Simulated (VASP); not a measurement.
# W (Im-3m) in VASP: notebook

W is run at these levels: r2SCAN; tasks: single point.

Program: VASP 6.6.1. These are calculated values, not measurements. Logs are shortened: lines on timing, memory, paths and dates and some standing lists are left out, and cuts for length are marked.

## (1) The cell of the first run

It takes space group Im-3m (No. 229, cubic). Conventional cell: a = 3.200 Å, b = 3.200 Å, c = 3.200 Å, α = 90.00°, β = 90.00°, γ = 90.00°. Within 3.7 Å of W (site symmetry m-3m) lie 14 W at 2.77 to 3.20 Å.

## (2) Single point, r2SCAN (volume scaled by 1.03)

The input, POSCAR:

```
W
1.0
   -1.5999068650      1.5999068650      1.5999068650
    1.5999068650     -1.5999068650      1.5999068650
    1.5999068650      1.5999068650     -1.5999068650
W
1
Direct
    0.0000000000      0.0000000000      0.0000000000
```

The input, INCAR.step1:

```
ALGO     = Normal         # electronic algorithm
EDIFF    = 1E-4           # SCF threshold, eV
ENCUT    = 520            # plane-wave cutoff, eV
GGA      = PE             # functional
ISMEAR   = 0              # smearing method
LASPH    = T              # aspherical terms in the spheres
LCHARG   = F              # write CHGCAR
LREAL    = F              # projectors in reciprocal space
LWAVE    = T              # write WAVECAR
NBANDS   = 13             # bands
NELM     = 80             # most SCF steps
PREC     = Accurate       # precision mode
SIGMA    = 0.1            # smearing width, eV
```

The input, INCAR.step2:

```
ALGO     = Normal         # electronic algorithm
EDIFF    = 1E-6           # SCF threshold, eV
ENCUT    = 520            # plane-wave cutoff, eV
ISIF     = 2              # what is computed and relaxed
ISMEAR   = 0              # smearing method
ISTART   = 1            
LASPH    = T              # aspherical terms in the spheres
LCHARG   = F              # write CHGCAR
LMIXTAU  = T            
LREAL    = F              # projectors in reciprocal space
LWAVE    = F              # write WAVECAR
METAGGA  = R2SCAN         # meta-GGA
NBANDS   = 13             # bands
NELM     = 80             # most SCF steps
PREC     = Accurate       # precision mode
SIGMA    = 0.1            # smearing width, eV
```

The input, KPOINTS:

```
k-points
0
Gamma
  18 18 18
```

Potentials or basis: VASP PAW PBE potentials, release 64 (W_sv).

The run is started by

```console
> cat potpaw_PBE.64/W_sv/POTCAR > POTCAR
> cp INCAR.step1 INCAR
> mpirun -np 1 vasp_std > vasp.out
> cp INCAR.step2 INCAR
> mpirun -np 1 vasp_std > vasp.out
```

OUTCAR:

```text
EDIFF = 1E-6
   ENCUT = 520
   ISIF = 2
   ISMEAR = 0
   ISTART = 1
   LASPH = T
   LREAL = F
   METAGGA = R2SCAN
   NELM = 80
   PREC = Accurate

 ion  position               nearest neighbor table
   1  0.000  0.000  0.000-

  LATTYP: Found a body centered cubic cell.
 ALAT       =     3.1998137300

  Lattice vectors:

 A1 = (  -1.5999068650,   1.5999068650,   1.5999068650)
 A2 = (   1.5999068650,  -1.5999068650,   1.5999068650)
 A3 = (   1.5999068650,   1.5999068650,  -1.5999068650)

Analysis of symmetry for initial positions (statically):
=====================================================================
 Subroutine PRICEL returns:
 Original cell was already a primitive cell.

 Routine SETGRP: Setting up the symmetry group for a
 body centered cubic supercell.

 Subroutine GETGRP returns: Found 48 space group operations
[... 9 lines left out ...]

 Routine SETGRP: Setting up the symmetry group for a
 body centered cubic supercell.

 Subroutine GETGRP returns: Found 48 space group operations
[... 11 lines left out ...]
                                     Primitive cell

  volume of cell :      16.3811

  direct lattice vectors                    reciprocal lattice vectors
    -1.599906865  1.599906865  1.599906865     0.000000000  0.312518191  0.312518191
     1.599906865 -1.599906865  1.599906865     0.312518191  0.000000000  0.312518191
     1.599906865  1.599906865 -1.599906865     0.312518191  0.312518191  0.000000000

  length of vectors
     2.771119978  2.771119978  2.771119978     0.441967465  0.441967465  0.441967465

  position of ions in fractional coordinates (direct lattice)
     0.000000000  0.000000000  0.000000000

  ion indices of the primitive-cell ions
   primitive index   ion index
                 1           1

----------------------------------------------------------------------------------------

 KPOINTS: k-points

Automatic generation of k-mesh.
 Grid dimensions read from file:
 generate k-points for:   18   18   18

 Generating k-lattice:

  Cartesian coordinates                     Fractional coordinates (reciprocal lattice)
     0.000000000  0.017362122  0.017362122     0.055555556  0.000000000  0.000000000
     0.017362122  0.000000000  0.017362122     0.000000000  0.055555556  0.000000000
     0.017362122  0.017362122  0.000000000     0.000000000  0.000000000  0.055555556

  Length of vectors
     0.024553748  0.024553748  0.024553748

  Shift w.r.t. Gamma in fractional coordinates (k-lattice)
     0.000000000  0.000000000  0.000000000

 Subroutine IBZKPT returns following result:
 ===========================================

 Found    195 irreducible k-points:

 Following reciprocal coordinates:
            Coordinates               Weight
  0.000000  0.000000  0.000000      1.000000
  0.055556  0.000000  0.000000     12.000000
  0.111111  0.000000  0.000000     12.000000
  0.166667  0.000000  0.000000     12.000000
  0.222222  0.000000  0.000000     12.000000
  0.277778  0.000000  0.000000     12.000000
[... 16 lines left out ...]
  0.333333  0.111111  0.000000     48.000000
  0.388889  0.111111  0.000000     48.000000
 [... further k-points ...]
   k-points           NKPTS =    195   k-points in BZ     NKDIM =    195   number of bands    NBANDS=     13
   number of dos      NEDOS =    301   number of ions     NIONS =      1
   total plane-waves  NPLWV =  13824
   dimension x,y,z NGX =    24 NGY =   24 NGZ =   24
   dimension x,y,z NGXF=    48 NGYF=   48 NGZF=   48
   ions per type =               1
   NGX,Y,Z   is equivalent  to a cutoff of  14.40, 14.40, 14.40 a.u.
   NGXF,Y,Z  is equivalent  to a cutoff of  28.80, 28.80, 28.80 a.u.
 SYSTEM =  unknown system
   PREC   = accura    normal or accurate (medium, high low for compatibility)
   ISTART =      1    job   : 0-new  1-cont  2-samecut
   ICHARG =      0    charge: 1-file 2-atom 10-const
   ISPIN  =      1    spin polarized calculation?
   LNONCOLLINEAR =      F non collinear calculations
   LSORBIT =      F    spin-orbit coupling
   LASPH  =      T    aspherical Exc in radial PAW
   ENCUT  =  520.0 eV  38.22 Ry    6.18 a.u.   5.15  5.15  5.15*2*pi/ulx,y,z
   NELM   =     80;   NELMIN=  2; NELMDL=  0     # of ELM steps
   EDIFF  = 0.1E-05   stopping-criterion for ELM
   LREAL  =      F    real-space projection
   EDIFFG = 0.1E-04   stopping-criterion for IOM
   NSW    =      0    number of steps for IOM
   IBRION =     -1    ionic relax: 0-MD 1-quasi-New 2-CG
   NFREE  =      0    steps in history (QN), initial steepest desc. (CG)
   ISIF   =      2    stress and relaxation
   ISYM   =      2    0-nonsym 1-usesym 2-fastsym
   POTIM  = 0.5000    time-step for ionic-motion
   TEBEG  =    0.0;   TEEND  =   0.0 temperature during run
   PSTRESS=    0.0 pullay stress
   NELECT =      14.0000    total number of electrons
   NUPDOWN=      -1.0000    fix difference up-down
   EMIN   =  10.00;   EMAX   =-10.00  energy-range for DOS
   EFERMI =   0.00;   METHOD = LEGACY
   ISMEAR =     0;   SIGMA  =   0.10  broadening in eV -4-tet -1-fermi 0-gaus
   EFERMI_NEDOS =   21; number of points for ismear=-14 and -15
   IALGO  =     38    algorithm
   IMIX   =      4    mixing-type and parameters
     AMIX     =   0.40;   BMIX     =  1.00
     AMIX_MAG =   1.60;   BMIX_MAG =  1.00
  volume/ion in A,a.u.               =      16.38       110.55
  Fermi-wavevector in a.u.,A,eV,Ry     =   1.553589  2.935858 32.839550  2.413639
  Thomas-Fermi vector in A             =   2.657798
   LORBIT       =      0    0 simple, 1 ext, 2 COOP (PROOUT), +10 PAW based schemes
   METAGGA = R2SCAN    functional components
   LHFCALC =     F    Hartree Fock is set to
   AEXX    =    0.0000 exact exchange contribution
   IVDW    =     0    specifies the selected vdW correction
   LEPSILON=     F    determine dielectric tensor
   LRPA    =     F    only Hartree local field effects (RPA)
 non-spin polarized calculation
 Gauss-broadening in eV      SIGMA  =   0.10
  energy-cutoff  :      520.00
  volume of cell :       16.38
 maximum number of plane-waves:       466
 NGX is ok and might be reduce to    24
   NGX = 11   NGY = 11   NGZ = 11

 number of electron      14.0000002 magnetization

 Free energy of the ion-electron system (eV)
  ---------------------------------------------------
  ext. energy  EPLUGINS =         0.00000000
  ---------------------------------------------------
  free energy    TOTEN  =       -51.33781786 eV

  energy without entropy =      -51.33389659  energy(sigma->0) =      -51.33585722

 E-fermi :  10.8086     XC(G=0): -14.7468

 val. band max:       10.8032624553   @ k =  -0.1667   0.1667   0.0556
 cond. band min:      10.8212369137   @ k =   0.4444   0.0000   0.0000
 fundamental gap:      0.0179744584
 Fermi energy:        10.8086427397

 k-point     1 :       0.0000    0.0000    0.0000
  band No.  band energies     occupation
      1     -65.3352      2.00000
      2     -28.2445      2.00000
      3     -28.2445      2.00000
      4     -28.2445      2.00000
      5       0.8779      2.00000
      6       9.5929      2.00000
      7       9.5929      2.00000
      8       9.5929      2.00000
      9      13.3112      0.00000
     10      13.3112      0.00000
     11      26.0046      0.00000
     12      26.0046      0.00000
     13      26.0046      0.00000

 k-point     2 :       0.0556    0.0000    0.0000
  band No.  band energies     occupation
      1     -65.3313      2.00000
      2     -28.2846      2.00000
      3     -28.2570      2.00000
      4     -28.2447      2.00000
      5       1.0283      2.00000
      6       9.5010      2.00000
      7       9.5716      2.00000
      8       9.7366      2.00000
      9      13.1626      0.00000
     10      13.3109      0.00000
     11      26.1309      0.00000
     12      26.2614      0.00000
     13      26.3595      0.00000

 k-point     3 :       0.1111    0.0000    0.0000
  band No.  band energies     occupation
      1     -65.3201      2.00000
      2     -28.3989      2.00000
      3     -28.2928      2.00000
      4     -28.2451      2.00000
      5       1.4639      2.00000
      6       9.2467      2.00000
      7       9.4825      2.00000
      8      10.1634      2.00000
      9      12.8389      0.00000
     10      13.3177      0.00000
     11      26.4421      0.00000
     12      27.0083      0.00000
     13      27.2526      0.00000

 k-point     4 :       0.1667    0.0000    0.0000
  band No.  band energies     occupation
      1     -65.3027      2.00000
      2     -28.5708      2.00000
      3     -28.3473      2.00000
      4     -28.2459      2.00000
      5       2.1338      2.00000
      6       8.8833      2.00000
      7       9.2845      2.00000
      8      10.8581      0.48410
      9      12.5864      0.00000
     10      13.3496      0.00000
     11      26.6935      0.00000
     12      28.1571      0.00000
     13      28.1853      0.00000

 k-point     5 :       0.2222    0.0000    0.0000
  band No.  band energies     occupation
      1     -65.2814      2.00000
      2     -28.7768      2.00000
      3     -28.4134      2.00000
      4     -28.2468      2.00000
      5       2.9392      2.00000
      6       8.4737      2.00000
      7       9.0316      2.00000
      8      11.7943      0.00000
      9      12.5537      0.00000
     10      13.4257      0.00000
     11      26.4688      0.00000
     12      28.1476      0.00000
     13      29.7161      0.00000
[... 257 lines left out ...]
 k-point    22 :       0.2778    0.1111    0.0000
  band No.  band energies     occupation
      1     -65.2315      2.00000
      2     -29.1843      2.00000
      3     -28.5721      2.00000
      4     -28.3011      2.00000
      5       4.6563      2.00000
      6       7.7609      2.00000
      7       8.7539      2.00000
      8      12.6153      0.00000
      9      13.9922      0.00000
     10      14.8587      0.00000
     11      24.4148      0.00000
     12      25.8277      0.00000
     13      30.2566      0.00000

 k-point    23 :       0.3333    0.1111    0.0000
  band No.  band energies     occupation
      1     -65.2150      2.00000
      2     -29.3162      2.00000
      3     -28.6360      2.00000
      4     -28.3033      2.00000
      5       4.8806      2.00000
      6       7.5234      2.00000
      7       9.3632      2.00000
      8      12.8873      0.00000
      9      14.1251      0.00000
     10      16.1352      0.00000
     11      23.0486      0.00000
     12      24.5825      0.00000
     13      28.9405      0.00000

 k-point    24 :       0.3889    0.1111    0.0000
  band No.  band energies     occupation
      1     -65.2042      2.00000
      2     -29.4009      2.00000
      3     -28.6778      2.00000
      4     -28.3046      2.00000
      5       4.9084      2.00000
      6       7.3778      2.00000
      7      10.0614      2.00000
      8      12.9875      0.00000
      9      14.3244      0.00000
     10      17.1590      0.00000
     11      21.8585      0.00000
     12      23.8451      0.00000
     13      27.9103      0.00000

 [... further k-points ...]
[... 5 lines left out ...]
  --------------------------------------------------------------------------------------
  -------------------------------------------------------------------------------------
  Total       -0.7892364     -0.7892364     -0.7892364     -0.0000000     -0.0000000      0.0000000
  in kB      -77.1922342    -77.1922342    -77.1922342     -0.0000000     -0.0000000      0.0000000
  external PRESSURE =     -77.1922342 kB  Pullay stress =       0.0000000 kB

 VOLUME and BASIS-vectors are now :
 -----------------------------------------------------------------------------
  energy-cutoff  :      520.00
  volume of cell :       16.38
      direct lattice vectors                 reciprocal lattice vectors
    -1.599906865  1.599906865  1.599906865     0.000000000  0.312518191  0.312518191
     1.599906865 -1.599906865  1.599906865     0.312518191  0.000000000  0.312518191
     1.599906865  1.599906865 -1.599906865     0.312518191  0.312518191  0.000000000

 POSITION                                       TOTAL-FORCE (eV/Angst)
 -----------------------------------------------------------------------------------
      0.00000      0.00000      0.00000        -0.000000     -0.000000      0.000000
 -----------------------------------------------------------------------------------
    total drift:                               -0.000000      0.000000      0.000000

  FREE ENERGIE OF THE ION-ELECTRON SYSTEM (eV)
  ---------------------------------------------------
  free  energy   TOTEN  =       -51.3378178566 eV

  energy  without entropy=      -51.3338965933  energy(sigma->0) =      -51.33585722
```

It took 47 s on 1 thread of Intel Xeon 6975P-C (Granite Rapids), shared host; peak memory 0.17 GiB.

Results:

```
Free energy            : -51.3378 eV
Pressure               : -7.7 GPa
Band gap on the k mesh : zero (band 7 reaches 15.92 eV, above the bottom of band 8 at 9.59 eV)
```

Caveat: the PAW data sets were made with another functional, which shifts forces and pressure a little; spin-orbit coupling is left out, which moves the levels of the heavy elements.

(Part 1 of 3 ends here.)
